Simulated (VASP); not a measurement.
# CdSe (F-43m) in VASP: single point with r2SCAN

Aim: the single point of CdSe with r2SCAN.

All numbers are computed with VASP 6.6.1; they aren't measurements. Logs are shortened: lines on timing, memory, paths and dates and some standing lists are left out, and cuts for length are marked.

**1. The cell of the first run**

Symmetry: F-43m, No. 216, cubic system. The conventional cell has a = 6.008 Å, b = 6.008 Å, c = 6.008 Å, α = 90.00°, β = 90.00°, γ = 90.00°. Within 3.4 Å of Cd (site symmetry -43m) lie 4 Se at 2.60 Å. Se (site symmetry -43m) has 4 Cd at 2.60 Å within 3.4 Å.

**2. Single point, r2SCAN**

Input file POSCAR:

```
CdSe
1.0
    0.0000000000      3.0042280000      3.0042280000
    3.0042280000      0.0000000000      3.0042280000
    3.0042280000      3.0042280000      0.0000000000
Cd Se
1 1
Direct
    0.0000000000      0.0000000000      0.0000000000
    0.2500000000      0.2500000000      0.2500000000
```

Input file INCAR.step1:

```
SYSTEM = CdSe
ALGO = Normal ; EDIFF = 1E-5
ENCUT = 550 ; GGA = PE
GGA_COMPAT = .FALSE. ; ISMEAR = -1
LASPH = .TRUE. ; LCHARG = .FALSE.
LREAL = .FALSE. ; LWAVE = .TRUE.
NBANDS = 16 ; NELM = 120
PREC = Accurate ; SIGMA = 0.1
```

Input file INCAR.step2:

```
SYSTEM = CdSe
ALGO = Normal ; EDIFF = 1E-6
ENCUT = 550 ; GGA_COMPAT = .FALSE.
ISIF = 2 ; ISMEAR = -1
ISTART = 1 ; LASPH = .TRUE.
LCHARG = .FALSE. ; LMIXTAU = .TRUE.
LREAL = .FALSE. ; LWAVE = .FALSE.
METAGGA = R2SCAN ; NBANDS = 16
NELM = 120 ; PREC = Accurate
SIGMA = 0.1
```

Input file KPOINTS:

```
k-points
0
G
  7 7 7
  0 0 0
```

Potentials or basis: VASP PAW PBE potentials, release 64 (Cd, Se).

Command:

```
$ cat potpaw_PBE.64/Cd/POTCAR potpaw_PBE.64/Se/POTCAR > POTCAR
$ cp INCAR.step1 INCAR
$ mpirun -np 1 vasp_std > vasp.out
$ cp INCAR.step2 INCAR
$ mpirun -np 1 vasp_std > vasp.out
```

OUTCAR:

```text
SYSTEM = CdSe
   EDIFF = 1E-6
   ENCUT = 550
   ISIF = 2
   ISMEAR = -1
   ISTART = 1
   LASPH = .TRUE.
   LREAL = .FALSE.
   METAGGA = R2SCAN
   NELM = 120
   PREC = Accurate

 ion  position               nearest neighbor table
   1  0.000  0.000  0.000-   2 2.60   2 2.60   2 2.60   2 2.60
   2  0.250  0.250  0.250-   1 2.60   1 2.60   1 2.60   1 2.60

  LATTYP: Found a face centered cubic cell.
 ALAT       =     6.0084560000

  Lattice vectors:

 A1 = (   0.0000000000,   3.0042280000,   3.0042280000)
 A2 = (   3.0042280000,   0.0000000000,   3.0042280000)
 A3 = (   3.0042280000,   3.0042280000,   0.0000000000)

Analysis of symmetry for initial positions (statically):
=====================================================================
 Subroutine PRICEL returns:
 Original cell was already a primitive cell.

 Routine SETGRP: Setting up the symmetry group for a
 face centered cubic supercell.

 Subroutine GETGRP returns: Found 24 space group operations
 (whereof 24 operations were pure point group operations)
 out of a pool of 48 trial point group operations.

The static configuration has the point symmetry T_d .

Analysis of symmetry for dynamics (positions and initial velocities):
=====================================================================
 Subroutine PRICEL returns:
 Original cell was already a primitive cell.

 Routine SETGRP: Setting up the symmetry group for a
 face centered cubic supercell.

 Subroutine GETGRP returns: Found 24 space group operations
 (whereof 24 operations were pure point group operations)
 out of a pool of 48 trial point group operations.

The dynamic configuration has the point symmetry T_d .

 Subroutine INISYM returns: Found 24 space group operations
 (whereof 24 operations are pure point group operations),
 and found     1 'primitive' translations

----------------------------------------------------------------------------------------

                                     Primitive cell

  volume of cell :      54.2286

  direct lattice vectors                    reciprocal lattice vectors
     0.000000000  3.004228000  3.004228000    -0.166432108  0.166432108  0.166432108
     3.004228000  0.000000000  3.004228000     0.166432108 -0.166432108  0.166432108
     3.004228000  3.004228000  0.000000000     0.166432108  0.166432108 -0.166432108

  length of vectors
     4.248619982  4.248619982  4.248619982     0.288268868  0.288268868  0.288268868

  position of ions in fractional coordinates (direct lattice)
     0.000000000  0.000000000  0.000000000
     0.250000000  0.250000000  0.250000000

  ion indices of the primitive-cell ions
   primitive index   ion index
                 1           1
                 2           2

----------------------------------------------------------------------------------------

 KPOINTS: k-points

Automatic generation of k-mesh.
 Grid dimensions read from file:
 generate k-points for:    7    7    7

 Generating k-lattice:

  Cartesian coordinates                     Fractional coordinates (reciprocal lattice)
    -0.023776015  0.023776015  0.023776015     0.142857143  0.000000000  0.000000000
     0.023776015 -0.023776015  0.023776015     0.000000000  0.142857143  0.000000000
     0.023776015  0.023776015 -0.023776015     0.000000000  0.000000000  0.142857143

  Length of vectors
     0.041181267  0.041181267  0.041181267

  Shift w.r.t. Gamma in fractional coordinates (k-lattice)
     0.000000000  0.000000000  0.000000000

 Subroutine IBZKPT returns following result:
 ===========================================

 Found     20 irreducible k-points:

 Following reciprocal coordinates:
            Coordinates               Weight
  0.000000  0.000000  0.000000      1.000000
  0.142857  0.000000  0.000000      8.000000
  0.285714  0.000000  0.000000      8.000000
  0.428571  0.000000  0.000000      8.000000
  0.142857  0.142857  0.000000      6.000000
  0.285714  0.142857  0.000000     24.000000
[... 12 lines left out ...]
 -0.428571  0.428571  0.142857     24.000000
 -0.285714  0.428571  0.142857     24.000000
   k-points           NKPTS =     20   k-points in BZ     NKDIM =     20   number of bands    NBANDS=     16
   number of dos      NEDOS =    301   number of ions     NIONS =      2
   total plane-waves  NPLWV =  32768
   dimension x,y,z NGX =    32 NGY =   32 NGZ =   32
   dimension x,y,z NGXF=    64 NGYF=   64 NGZF=   64
   ions per type =               1   1
   NGX,Y,Z   is equivalent  to a cutoff of  12.52, 12.52, 12.52 a.u.
   NGXF,Y,Z  is equivalent  to a cutoff of  25.04, 25.04, 25.04 a.u.
 SYSTEM =  CdSe
   PREC   = accura    normal or accurate (medium, high low for compatibility)
   ISTART =      1    job   : 0-new  1-cont  2-samecut
   ICHARG =      0    charge: 1-file 2-atom 10-const
   ISPIN  =      1    spin polarized calculation?
   LNONCOLLINEAR =      F non collinear calculations
   LSORBIT =      F    spin-orbit coupling
   LASPH  =      T    aspherical Exc in radial PAW
   ENCUT  =  550.0 eV  40.42 Ry    6.36 a.u.   8.12  8.12  8.12*2*pi/ulx,y,z
   NELM   =    120;   NELMIN=  2; NELMDL=  0     # of ELM steps
   EDIFF  = 0.1E-05   stopping-criterion for ELM
   LREAL  =      F    real-space projection
   EDIFFG = 0.1E-04   stopping-criterion for IOM
   NSW    =      0    number of steps for IOM
   IBRION =     -1    ionic relax: 0-MD 1-quasi-New 2-CG
   NFREE  =      0    steps in history (QN), initial steepest desc. (CG)
   ISIF   =      2    stress and relaxation
   ISYM   =      2    0-nonsym 1-usesym 2-fastsym
   POTIM  = 0.5000    time-step for ionic-motion
   TEBEG  =    0.0;   TEEND  =   0.0 temperature during run
   PSTRESS=    0.0 pullay stress
   NELECT =      18.0000    total number of electrons
   NUPDOWN=      -1.0000    fix difference up-down
   EMIN   =  10.00;   EMAX   =-10.00  energy-range for DOS
   EFERMI =   0.00;   METHOD = LEGACY
   ISMEAR =    -1;   SIGMA  =   0.10  broadening in eV -4-tet -1-fermi 0-gaus
   EFERMI_NEDOS =   21; number of points for ismear=-14 and -15
   IALGO  =     38    algorithm
   IMIX   =      4    mixing-type and parameters
     AMIX     =   0.40;   BMIX     =  1.00
     AMIX_MAG =   1.60;   BMIX_MAG =  1.00
  volume/ion in A,a.u.               =      27.11       182.98
  Fermi-wavevector in a.u.,A,eV,Ry     =   1.133503  2.142011 17.481169  1.284830
  Thomas-Fermi vector in A             =   2.270206
   LORBIT       =      0    0 simple, 1 ext, 2 COOP (PROOUT), +10 PAW based schemes
   METAGGA = R2SCAN    functional components
   LHFCALC =     F    Hartree Fock is set to
   AEXX    =    0.0000 exact exchange contribution
   IVDW    =     0    specifies the selected vdW correction
   LEPSILON=     F    determine dielectric tensor
   LRPA    =     F    only Hartree local field effects (RPA)
 non-spin polarized calculation
  energy-cutoff  :      550.00
  volume of cell :       54.23
 maximum number of plane-waves:      1639
   NGX = 17   NGY = 17   NGZ = 17

 number of electron      17.9999992 magnetization

 Free energy of the ion-electron system (eV)
  ---------------------------------------------------
  ext. energy  EPLUGINS =         0.00000000
  ---------------------------------------------------
  free energy    TOTEN  =       -35.87149442 eV

  energy without entropy =      -35.87142786  energy(sigma->0) =      -35.87146114

 E-fermi :   1.6276     XC(G=0):  -9.6056

 val. band max:        0.9457966050   @ k =   0.0000   0.0000   0.0000
 cond. band min:       2.1142164347   @ k =   0.0000   0.0000   0.0000
 fundamental gap:      1.1684198297
 Fermi energy:         1.6276190578

 k-point     1 :       0.0000    0.0000    0.0000
  band No.  band energies     occupation
      1     -12.2977      2.00000
      2      -7.3531      2.00000
      3      -7.3531      2.00000
      4      -7.3531      2.00000
      5      -6.9057      2.00000
      6      -6.9057      2.00000
[... 8 lines left out ...]
     15      12.6821      0.00000
     16      12.6821      0.00000

 k-point     2 :       0.1429    0.0000    0.0000
  band No.  band energies     occupation
      1     -12.2209      2.00000
      2      -7.3275      2.00000
      3      -7.3275      2.00000
      4      -7.2816      2.00000
      5      -6.9067      2.00000
      6      -6.9067      2.00000
[... 8 lines left out ...]
     15      11.7399      0.00000
     16      12.1709      0.00000

 k-point     3 :       0.2857    0.0000    0.0000
  band No.  band energies     occupation
      1     -12.0459      2.00000
      2      -7.2766      2.00000
      3      -7.2766      2.00000
      4      -7.0322      2.00000
      5      -6.9000      2.00000
      6      -6.9000      2.00000
[... 8 lines left out ...]
     15      11.7707      0.00000
     16      11.7707      0.00000

 k-point     4 :       0.4286    0.0000    0.0000
  band No.  band energies     occupation
      1     -11.9041      2.00000
      2      -7.2452      2.00000
      3      -7.2452      2.00000
      4      -6.8825      2.00000
      5      -6.8825      2.00000
      6      -6.6551      2.00000
[... 8 lines left out ...]
     15      13.2684      0.00000
     16      13.2684      0.00000
[... 248 lines left out ...]
 k-point    18 :      -0.4286    0.2857    0.1429
  band No.  band energies     occupation
      1     -11.8197      2.00000
      2      -7.1874      2.00000
      3      -7.1628      2.00000
      4      -6.9493      2.00000
      5      -6.8844      2.00000
      6      -6.5094      2.00000
[... 8 lines left out ...]
     15      13.3372      0.00000
     16      14.6020      0.00000

 k-point    19 :      -0.4286    0.4286    0.1429
  band No.  band energies     occupation
      1     -11.7750      2.00000
      2      -7.1379      2.00000
      3      -7.1128      2.00000
      4      -7.0013      2.00000
      5      -6.8645      2.00000
      6      -6.4681      2.00000
[... 8 lines left out ...]
     15      14.2058      0.00000
     16      14.9784      0.00000

 k-point    20 :      -0.2857    0.4286    0.1429
  band No.  band energies     occupation
      1     -11.7640      2.00000
      2      -7.1530      2.00000
      3      -7.1183      2.00000
      4      -6.9536      2.00000
      5      -6.8940      2.00000
      6      -6.3748      2.00000
[... 8 lines left out ...]
     15      13.5116      0.00000
     16      15.6062      0.00000

------------------------ aborting loop because EDIFF is reached ----------------------------------------

  FORCE on cell =-STRESS in cart. coord.  units (eV):
  Direction    XX          YY          ZZ          XY          YZ          ZX
  --------------------------------------------------------------------------------------
  -------------------------------------------------------------------------------------
  Total        1.3455948      1.3455948      1.3455948      0.0000000      0.0000000     -0.0000000
  in kB       39.7554084     39.7554084     39.7554084      0.0000000      0.0000000     -0.0000000
  external PRESSURE =      39.7554084 kB  Pullay stress =       0.0000000 kB

 VOLUME and BASIS-vectors are now :
 -----------------------------------------------------------------------------
  energy-cutoff  :      550.00
  volume of cell :       54.23
      direct lattice vectors                 reciprocal lattice vectors
     0.000000000  3.004228000  3.004228000    -0.166432108  0.166432108  0.166432108
     3.004228000  0.000000000  3.004228000     0.166432108 -0.166432108  0.166432108
     3.004228000  3.004228000  0.000000000     0.166432108  0.166432108 -0.166432108

 POSITION                                       TOTAL-FORCE (eV/Angst)
 -----------------------------------------------------------------------------------
      0.00000      0.00000      0.00000        -0.000000     -0.000000      0.000000
      1.50211      1.50211      1.50211         0.000000      0.000000     -0.000000
 -----------------------------------------------------------------------------------
    total drift:                                0.000000      0.000000      0.000000

  FREE ENERGIE OF THE ION-ELECTRON SYSTEM (eV)
  ---------------------------------------------------
  free  energy   TOTEN  =       -35.8714944173 eV

  energy  without entropy=      -35.8714278573  energy(sigma->0) =      -35.87146114
```

Run time: 57 s. Hardware: 1 thread of Intel Xeon Platinum 8488C (Sapphire Rapids), shared host; peak memory 0.19 GiB.

What came out:

```yaml
Free_energy: -35.8715 eV
Pressure: 4.0 GPa
Band_gap_on_the_k_mesh: 1.17 eV
```

Caveat: the cell stands under pressure; the PAW data sets were made with another functional, which shifts forces and pressure a little.
